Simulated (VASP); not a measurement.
# TiIn5 (I4/mmm) in VASP: further runs, part 2 of 2

VASP 6.6.1. The steps go on from the part before.

**3. Single point, PBE**

This run uses another cell than the first one, of 26.13 Å³/atom.

The input, INCAR:

```
SYSTEM = TiIn5
PREC = Accurate
ENCUT = 520
EDIFF = 1E-6
ISMEAR = 0
SIGMA = 0.1
LREAL = .False.
LASPH = .True.
NELM = 60
ALGO = Fast
ISIF = 2
LWAVE = .False.
LCHARG = .True.
GGA = PE
LELF = .True.
LVHAR = .True.
NBANDS = 48
```

The input, KPOINTS:

```
Automatic mesh
0
Gamma
  4 4 4
  0 0 0
```

The input, POSCAR:

```
TiIn5
1.0
   -3.3983095600      3.3983095600      3.3939298700
    3.3983095600     -3.3983095600      3.3939298700
    3.3983095600      3.3983095600     -3.3939298700
Ti In
1 5
Direct
    0.0000000000      0.0000000000      0.0000000000
    0.7792962200      0.7792962200      0.5585924400
    0.2207037800      0.2207037800      0.4414075600
    0.7792962200      0.2207037800      0.0000000000
    0.2207037800      0.7792962200      0.0000000000
    0.5000000000      0.5000000000      0.0000000000
```

Potentials or basis: VASP PAW PBE potentials, release 64 (Ti_sv, In_d).

Run with:

```
$ cat potpaw_PBE.64/Ti_sv/POTCAR potpaw_PBE.64/In_d/POTCAR > POTCAR
$ mpirun -np 1 vasp_std > vasp.out
```

OUTCAR:

```text
SYSTEM = TiIn5
   PREC = Accurate
   ENCUT = 520
   EDIFF = 1E-6
   ISMEAR = 0
   LREAL = .False.
   LASPH = .True.
   NELM = 60
   ISIF = 2
   GGA = PE

 ion  position               nearest neighbor table
   1  0.000  0.000  0.000-   2 2.12   3 2.12   4 2.12   5 2.12   6 3.39   6 3.39
   2  0.779  0.779  0.559-   1 2.12   6 2.68   5 3.00   4 3.00   3 3.44   3 3.44   5 3.80   4 3.80
                             6 4.00   6 4.00
   3  0.221  0.221  0.441-   1 2.12   6 2.68   4 3.00   5 3.00   2 3.44   2 3.44   5 3.80   4 3.80
                             6 4.00   6 4.00
   4  0.779  0.221  0.000-   1 2.12   6 2.68   3 3.00   2 3.00   5 3.44   5 3.44   2 3.80   3 3.80
                             6 4.00   6 4.00
   5  0.221  0.779  0.000-   1 2.12   6 2.68   3 3.00   2 3.00   4 3.44   4 3.44   2 3.80   3 3.80
                             6 4.00   6 4.00
   6  0.500  0.500  0.000-   2 2.68   4 2.68   5 2.68   3 2.68   1 3.39   1 3.39   3 4.00   4 4.00
                             3 4.00   5 4.00   5 4.00   4 4.00   2 4.00   2 4.00

  LATTYP: Found a body centered tetragonal cell.
 ALAT       =     6.7966191200
 C/A-ratio  =     0.9987112151

  Lattice vectors:

 A1 = (  -3.3983095600,   3.3983095600,   3.3939298700)
 A2 = (   3.3983095600,  -3.3983095600,   3.3939298700)
 A3 = (   3.3983095600,   3.3983095600,  -3.3939298700)

Analysis of symmetry for initial positions (statically):
=====================================================================
 Subroutine PRICEL returns:
 Original cell was already a primitive cell.

 Routine SETGRP: Setting up the symmetry group for a
 body centered tetragonal supercell.

 Subroutine GETGRP returns: Found 16 space group operations
 (whereof 16 operations were pure point group operations)
 out of a pool of 16 trial point group operations.

The static configuration has the point symmetry D_4h.

Analysis of symmetry for dynamics (positions and initial velocities):
=====================================================================
 Subroutine PRICEL returns:
 Original cell was already a primitive cell.

 Routine SETGRP: Setting up the symmetry group for a
 body centered tetragonal supercell.

 Subroutine GETGRP returns: Found 16 space group operations
 (whereof 16 operations were pure point group operations)
 out of a pool of 16 trial point group operations.

The dynamic configuration has the point symmetry D_4h.

 Subroutine INISYM returns: Found 16 space group operations
 (whereof 16 operations are pure point group operations),
 and found     1 'primitive' translations

----------------------------------------------------------------------------------------

                                     Primitive cell

  volume of cell :     156.7793

  direct lattice vectors                    reciprocal lattice vectors
    -3.398309560  3.398309560  3.393929870     0.000000000  0.147131976  0.147321842
     3.398309560 -3.398309560  3.393929870     0.147131976  0.000000000  0.147321842
     3.398309560  3.398309560 -3.393929870     0.147131976  0.147131976  0.000000000

  length of vectors
     5.883517289  5.883517289  5.883517289     0.208210335  0.208210335  0.208076036

  position of ions in fractional coordinates (direct lattice)
     0.000000000  0.000000000  0.000000000
     0.779296220  0.779296220  0.558592440
[... 50 lines left out ...]
 -0.250000  0.250000  0.250000      4.000000
  0.500000  0.500000  0.250000      4.000000
 -0.250000  0.500000  0.250000      8.000000
 -0.250000 -0.250000  0.250000      2.000000
  0.500000  0.500000  0.500000      1.000000
   k-points           NKPTS =     13   k-points in BZ     NKDIM =     13   number of bands    NBANDS=     48
   number of dos      NEDOS =    301   number of ions     NIONS =      6
   total plane-waves  NPLWV = 110592
   dimension x,y,z NGX =    48 NGY =   48 NGZ =   48
   dimension x,y,z NGXF=    96 NGYF=   96 NGZF=   96
   ions per type =               1   5
   NGX,Y,Z   is equivalent  to a cutoff of  13.56, 13.56, 13.56 a.u.
   NGXF,Y,Z  is equivalent  to a cutoff of  27.13, 27.13, 27.13 a.u.
 SYSTEM =  TiIn5
   PREC   = accura    normal or accurate (medium, high low for compatibility)
   ISTART =      0    job   : 0-new  1-cont  2-samecut
   ICHARG =      2    charge: 1-file 2-atom 10-const
   ISPIN  =      1    spin polarized calculation?
   LNONCOLLINEAR =      F non collinear calculations
   LSORBIT =      F    spin-orbit coupling
   LASPH  =      T    aspherical Exc in radial PAW
   ENCUT  =  520.0 eV  38.22 Ry    6.18 a.u.  10.94 10.94 10.94*2*pi/ulx,y,z
   NELM   =     60;   NELMIN=  2; NELMDL= -5     # of ELM steps
   EDIFF  = 0.1E-05   stopping-criterion for ELM
   LREAL  =      F    real-space projection
   EDIFFG = 0.1E-04   stopping-criterion for IOM
   NSW    =      0    number of steps for IOM
   IBRION =     -1    ionic relax: 0-MD 1-quasi-New 2-CG
   NFREE  =      0    steps in history (QN), initial steepest desc. (CG)
   ISIF   =      2    stress and relaxation
   ISYM   =      2    0-nonsym 1-usesym 2-fastsym
   POTIM  = 0.5000    time-step for ionic-motion
   TEBEG  =    0.0;   TEEND  =   0.0 temperature during run
   PSTRESS=    0.0 pullay stress
   NELECT =      77.0000    total number of electrons
   NUPDOWN=      -1.0000    fix difference up-down
   EMIN   =  10.00;   EMAX   =-10.00  energy-range for DOS
   EFERMI =   0.00;   METHOD = LEGACY
   ISMEAR =     0;   SIGMA  =   0.10  broadening in eV -4-tet -1-fermi 0-gaus
   EFERMI_NEDOS =   21; number of points for ismear=-14 and -15
   IALGO  =     68    algorithm
   IMIX   =      4    mixing-type and parameters
     AMIX     =   0.40;   BMIX     =  1.00
     AMIX_MAG =   1.60;   BMIX_MAG =  1.00
  volume/ion in A,a.u.               =      26.13       176.33
  Fermi-wavevector in a.u.,A,eV,Ry     =   1.291642  2.440849 22.699131  1.668339
  Thomas-Fermi vector in A             =   2.423399
   LORBIT       =      0    0 simple, 1 ext, 2 COOP (PROOUT), +10 PAW based schemes
   GGA     = PE    functional components
   LHFCALC =     F    Hartree Fock is set to
   AEXX    =    0.0000 exact exchange contribution
   IVDW    =     0    specifies the selected vdW correction
   LEPSILON=     F    determine dielectric tensor
   LRPA    =     F    only Hartree local field effects (RPA)
 non-spin polarized calculation
 RMM-DIIS sequential band-by-band and
 Gauss-broadening in eV      SIGMA  =   0.10
  energy-cutoff  :      520.00
  volume of cell :      156.78
 maximum number of plane-waves:      4244
 NGX is ok and might be reduce to    48
   NGX = 21   NGY = 21   NGZ = 21

 number of electron      76.9999994 magnetization

 Free energy of the ion-electron system (eV)
  ---------------------------------------------------
  ext. energy  EPLUGINS =         0.00000000
  ---------------------------------------------------
  free energy    TOTEN  =        -9.60246611 eV

  energy without entropy =       -9.59186509  energy(sigma->0) =       -9.59716560

 E-fermi :   6.5658     XC(G=0):  -9.7449

 val. band max:        6.4591358809   @ k =   0.5000   0.2500   0.0000
 cond. band min:       6.6168347772   @ k =   0.2500  -0.0000   0.0000
 fundamental gap:      0.1576988963
 Fermi energy:         6.5658244096

 k-point     1 :       0.0000    0.0000    0.0000
  band No.  band energies     occupation
      1     -49.6552      2.00000
      2     -26.3465      2.00000
      3     -26.3465      2.00000
      4     -26.1086      2.00000
      5      -8.9210      2.00000
      6      -8.7011      2.00000
[... 652 lines left out ...]
     47      12.9517      0.00000
     48      12.9560      0.00000

------------------------ aborting loop because EDIFF is reached ----------------------------------------

  FORCE on cell =-STRESS in cart. coord.  units (eV):
  Direction    XX          YY          ZZ          XY          YZ          ZX
  --------------------------------------------------------------------------------------
  -------------------------------------------------------------------------------------
  Total       48.6959581     48.6959581     -6.0470126      0.0000000      0.0000000      0.0000000
  in kB      497.6394112    497.6394112    -61.7963362      0.0000000      0.0000000      0.0000000
  external PRESSURE =     311.1608287 kB  Pullay stress =       0.0000000 kB

 VOLUME and BASIS-vectors are now :
 -----------------------------------------------------------------------------
  energy-cutoff  :      520.00
  volume of cell :      156.78
      direct lattice vectors                 reciprocal lattice vectors
    -3.398309560  3.398309560  3.393929870     0.000000000  0.147131976  0.147321842
     3.398309560 -3.398309560  3.393929870     0.147131976  0.000000000  0.147321842
     3.398309560  3.398309560 -3.393929870     0.147131976  0.147131976  0.000000000

 POSITION                                       TOTAL-FORCE (eV/Angst)
 -----------------------------------------------------------------------------------
      0.00000      0.00000      0.00000        -0.000000      0.000000      0.000000
      1.89827      1.89827      3.39393        -6.160063     -6.160063     -0.000000
      1.50004      1.50004      0.00000         6.160063      6.160063      0.000000
     -1.89827      1.89827      3.39393         6.160063     -6.160063      0.000000
      1.89827     -1.89827      3.39393        -6.160063      6.160063      0.000000
      0.00000      0.00000      3.39393        -0.000000     -0.000000      0.000000
 -----------------------------------------------------------------------------------
    total drift:                                0.000000      0.000000     -0.000000

  FREE ENERGIE OF THE ION-ELECTRON SYSTEM (eV)
  ---------------------------------------------------
  free  energy   TOTEN  =        -9.6024661127 eV

  energy  without entropy=       -9.5918650869  energy(sigma->0) =       -9.59716560
```

It took 3.9 min on 1 thread of AMD EPYC 9R45 (Zen 5), shared host; peak memory 0.33 GiB.

Results:

```yaml
Free_energy: -9.6025 eV
Pressure: 31.1 GPa
Largest_force: 8.712 eV/Å
Band_gap_on_the_k_mesh: zero (an odd number of electrons rules out a gap without spin polarisation)
```

Forces in eV/Å, atoms in the order of the input:
```
Ti   0.000  0.000  0.000
In  -6.160 -6.160  0.000
In   6.160  6.160  0.000
In   6.160 -6.160  0.000
In  -6.160  6.160  0.000
In   0.000  0.000  0.000
```

Caveat: the stress differs along the axes, from -6 to 50 GPa; spin-orbit coupling is left out, which moves the levels of the heavy elements; forces of over 1 eV/Å act on the atoms, so gaps and moduli don't describe the material at rest.

**4. Relaxation of cell and atoms, PBE**

This run uses another cell than the first one, of 26.13 Å³/atom.

The input, INCAR:

```
PREC = Accurate
ENCUT = 600
EDIFF = 1E-6
ISMEAR = 0
SIGMA = 0.1
LREAL = F
LASPH = T
NELM = 60
ALGO = Fast
ISIF = 3
LWAVE = F
LCHARG = F
GGA = PE
IBRION = 2
NSW = 90
EDIFFG = -0.04
```

The input, KPOINTS:

```
regular mesh
0
Gamma
  4 4 4
```

POSCAR is that of step 3.

Potentials or basis: VASP PAW PBE potentials, release 64 (Ti_sv, In_d).

Run with:

```
$ cat potpaw_PBE.64/Ti_sv/POTCAR potpaw_PBE.64/In_d/POTCAR > POTCAR
$ mpirun -np 1 vasp_std > vasp.out
```

OUTCAR:

```text
PREC = Accurate
   ENCUT = 600
   EDIFF = 1E-6
   ISMEAR = 0
   LREAL = F
   LASPH = T
   NELM = 60
   ISIF = 3
   GGA = PE
   IBRION = 2
   NSW = 90
   EDIFFG = -0.04

 ion  position               nearest neighbor table
   1  0.000  0.000  0.000-   2 2.12   3 2.12   4 2.12   5 2.12   6 3.39   6 3.39
   2  0.779  0.779  0.559-   1 2.12   6 2.68   5 3.00   4 3.00   3 3.44   3 3.44   5 3.80   4 3.80
                             6 4.00   6 4.00
   3  0.221  0.221  0.441-   1 2.12   6 2.68   4 3.00   5 3.00   2 3.44   2 3.44   5 3.80   4 3.80
                             6 4.00   6 4.00
   4  0.779  0.221  0.000-   1 2.12   6 2.68   3 3.00   2 3.00   5 3.44   5 3.44   2 3.80   3 3.80
                             6 4.00   6 4.00
   5  0.221  0.779  0.000-   1 2.12   6 2.68   3 3.00   2 3.00   4 3.44   4 3.44   2 3.80   3 3.80
                             6 4.00   6 4.00
   6  0.500  0.500  0.000-   2 2.68   4 2.68   5 2.68   3 2.68   1 3.39   1 3.39   3 4.00   4 4.00
[... 950 lines left out ...]

 number of electron      76.9999993 magnetization

------------------------ aborting loop because EDIFF is reached ----------------------------------------
[... 75 lines left out ...]
--------------------------------------- Ionic step       12  -------------------------------------------

 number of electron      77.0000005 magnetization

 Free energy of the ion-electron system (eV)
  ---------------------------------------------------
  ext. energy  EPLUGINS =         0.00000000
  ---------------------------------------------------
  free energy    TOTEN  =       -18.60319428 eV

  energy without entropy =      -18.57817194  energy(sigma->0) =      -18.59068311

 E-fermi :   5.0104     XC(G=0):  -8.9203

 val. band max:        4.9698915866   @ k =   0.2500  -0.0000   0.0000
 cond. band min:       5.0121479643   @ k =   0.2500  -0.0000   0.0000
 fundamental gap:      0.0422563778
 Fermi energy:         5.0103729541

 k-point     1 :       0.0000    0.0000    0.0000
  band No.  band energies     occupation
      1     -52.2545      2.00000
      2     -28.6164      2.00000
      3     -28.4954      2.00000
      4     -28.4954      2.00000
      5     -10.0572      2.00000
      6     -10.0011      2.00000
[... 659 lines left out ...]
  FREE ENERGIE OF THE ION-ELECTRON SYSTEM (eV)
  ---------------------------------------------------
  free  energy   TOTEN  =       -18.6031942753 eV

  energy  without entropy=      -18.5781719378  energy(sigma->0) =      -18.59068311

 reached required accuracy - stopping structural energy minimisation
```

Wall time 50 min (1 thread of AMD EPYC 9R45 (Zen 5), shared host); peak memory 0.37 GiB.

Results:

```
Free energy                           : -18.6032 eV
Relaxed volume                        : 32.15 Å³/atom
Relaxed cell                          : a = 6.397 Å, b = 6.397 Å, c = 6.397 Å, α = 103.14°, β = 103.14°, γ = 123.06°
Space group after relaxing (to 0.1 Å) : I4/mmm (No. 139)
Pressure after relaxing               : 0.1 GPa
Largest force after relaxing          : 0.014 eV/Å
Band gap on the k mesh                : zero (an odd number of electrons rules out a gap without spin polarisation)
```

Forces in eV/Å, atoms in the order of the input:
```
Ti   0.000  0.000  0.000
In   0.010  0.010  0.000
In  -0.010 -0.010  0.000
In  -0.010  0.010  0.000
In   0.010 -0.010  0.000
In   0.000  0.000  0.000
```

Final structure:
```
Ti In
1.0
    -3.97636    3.97636    3.04953
     3.97636   -3.97636    3.04953
     3.97636    3.97636   -3.04953
Ti In
1 5
Direct
  0.00000 0.00000 0.00000
  0.75524 0.75524 0.51049
  0.24476 0.24476 0.48951
  0.75524 0.24476 0.00000
  0.24476 0.75524 0.00000
  0.50000 0.50000 0.00000
```

Caveat: the volume moved by over 15 % at a fixed basis, so the end points are rough; spin-orbit coupling is left out, which moves the levels of the heavy elements.

**5. Single point, PBE**

This run uses another cell than the first one, of 32.17 Å³/atom.

The input, INCAR:

```
ALGO = Fast
EDIFF = 1E-6
ENCUT = 520
GGA = PE
ISIF = 2
ISMEAR = 0
LASPH = T
LCHARG = F
LREAL = F
LWAVE = F
NBANDS = 48
NELM = 100
PREC = Accurate
SIGMA = 0.1
```

The input, KPOINTS:

```
k-points
0
Gamma
  8 8 8
```

The input, POSCAR:

```
TiIn5
1.0
   -3.9804153600      3.9804153600      3.0460625686
    3.9804153600     -3.9804153600      3.0460625686
    3.9804153600      3.9804153600     -3.0460625686
Ti In
1 5
Direct
    0.0000000000      0.0000000000      0.0000000000
    0.7552872828      0.7552872828      0.5105745655
    0.2447127172      0.2447127172      0.4894254345
    0.7552872828      0.2447127172      0.0000000000
    0.2447127172      0.7552872828      0.0000000000
    0.5000000000      0.5000000000      0.0000000000
```

Run with:

```
$ cat potpaw_PBE.64/Ti_sv/POTCAR potpaw_PBE.64/In_d/POTCAR > POTCAR
$ mpirun -np 1 vasp_std > vasp.out
```

Wall time 19 min (1 thread of AMD EPYC 9R45 (Zen 5), shared host); peak memory 0.59 GiB.

Results (log left out):

```
Free energy            : -18.6127 eV
Pressure               : 0.0 GPa
Largest force          : 0.004 eV/Å
Band gap on the k mesh : zero (an odd number of electrons rules out a gap without spin polarisation)
```

Forces in eV/Å, atoms in the order of the input:
```
Ti   0.000  0.000  0.000
In   0.003  0.003  0.000
In  -0.003 -0.003  0.000
In  -0.003  0.003  0.000
In   0.003 -0.003  0.000
In   0.000  0.000  0.000
```

Levels at points of the mesh, in eV from the Fermi level:
```csv
k point,band 36,band 37,band 38,band 39,band 40,band 41
"(0.00, 0.00, 0.00)",-2.17,-1.67,-1.67,-0.21,-0.14,0.53
"(0.50, 0.00, 0.00)",-1.11,-0.83,-0.61,0.31,0.71,0.71
"(0.50, 0.50, 0.00)",-1.76,-1.62,-0.64,0.24,0.38,0.57
"(0.50, 0.50, 0.50)",-2.02,-0.30,0.36,0.36,0.53,0.53
```

Caveat: spin-orbit coupling is left out, which moves the levels of the heavy elements.

**6. The runs side by side**

| task | cell | k mesh | cutoff (eV) | gap on the mesh (eV) | pressure (GPa) | largest force (eV/Å) |
| --- | --- | --- | --- | --- | --- | --- |
| single point | a = 6.384 Å, angles 103.2, 103.2, 122.9°, 6 atoms, atomic positions A | 4 × 4 × 4 | 520 | none | 0.2 | 0.02 |
| single point | a = 5.884 Å, angles 109.4, 109.4, 109.5°, 6 atoms, atomic positions B | 4 × 4 × 4 | 520 | none | 31.1 | 8.71 |
| relaxation of cell and atoms | relaxed from a = 5.884 Å, angles 109.4, 109.4, 109.5°, 6 atoms, atomic positions B | 4 × 4 × 4 | 600 | none | 0.1 | 0.01 |
| single point | a = 6.400 Å, angles 103.1, 103.1, 123.2°, 6 atoms, atomic positions C | 8 × 8 × 8 | 520 | none | 0.0 | - |

Alike in all rows: level PBE; potentials or basis VASP PAW PBE potentials, release 64 (Ti_sv, In_d); no spin polarisation; smearing gaussian 0.1 eV.

Caveats: spin-orbit coupling is left out, which moves the levels of the heavy elements; the stress differs along the axes, from -6 to 50 GPa (at least some runs); forces of over 1 eV/Å act on the atoms, so gaps and moduli don't describe the material at rest (at least some runs); the volume moved by over 15 % at a fixed basis, so the end points are rough (at least some runs).

Total energies depend on the potentials used, so only differences within one code and one set of settings carry meaning.

The gap in the log of VASP goes by the Fermi energy; the results here count the filled bands.